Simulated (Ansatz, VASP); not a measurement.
**Two plane-wave programs on GaN**

The input INCAR:

```
SYSTEM = GaN
  PREC = Accurate
  ENCUT = 600
  EDIFF = 1E-6
  ISMEAR = 0
  SIGMA = 0.01
  LREAL = .FALSE.
  LASPH = .TRUE.
  NELM = 120
  ALGO = Normal
  ISIF = 2
  LWAVE = .FALSE.
  LCHARG = .FALSE.
  GGA = PS
  NBANDS = 16
  GGA_COMPAT = .FALSE.
```

File KPOINTS:

```
Automatic mesh
0
G
  6 6 6
  0 0 0
```

POSCAR

```
GaN
1.0
    0.0000000000      2.2535010000      2.2535010000
    2.2535010000      0.0000000000      2.2535010000
    2.2535010000      2.2535010000      0.0000000000
Ga N
1 1
Direct
    0.0000000000      0.0000000000      0.0000000000
    0.7500000000      0.7500000000      0.7500000000
```

Input for Ansatz:

```yaml
crystal:
  lattice:
    - [0.0, 2.253501, 2.253501]
    - [2.253501, 0.0, 2.253501]
    - [2.253501, 2.253501, 0.0]
  atoms:
    - { symbol: Ga, position: [0.0, 0.0, 0.0] }
    - { symbol: "N", position: [0.75, 0.75, 0.75] }
basis:
  ecutwfc: 510.0
kpoints:
  mp_grid:
    grid: [6, 6, 6]
hamiltonian:
  xc: pbesol
scf:
  convergence:
    dr2_threshold: 1.0e-09
  occupations:
    method: fixed
output:
  eigenvalues: true
```

Alike in both runs: task single point; functional PBEsol; k mesh 6 × 6 × 6; no spin polarisation.

|  | VASP | Ansatz |
| --- | --- | --- |
| version | VASP 6.6.1 | Ansatz 0.2.0 |
| potentials or method | VASP PAW PBE potentials, release 64 (Ga_d, N), cutoff 600 eV | plane waves, PAW |
| occupations | gaussian, width 0.01 eV | fixed |
| valence electrons in the cell | 18 | 18 |

```csv
,VASP,Ansatz,Ansatz less VASP
gap on the k mesh at the Fermi level (eV),1.68,1.66,-0.016
```

VASP's potentials were made for PBE, not for PBEsol.
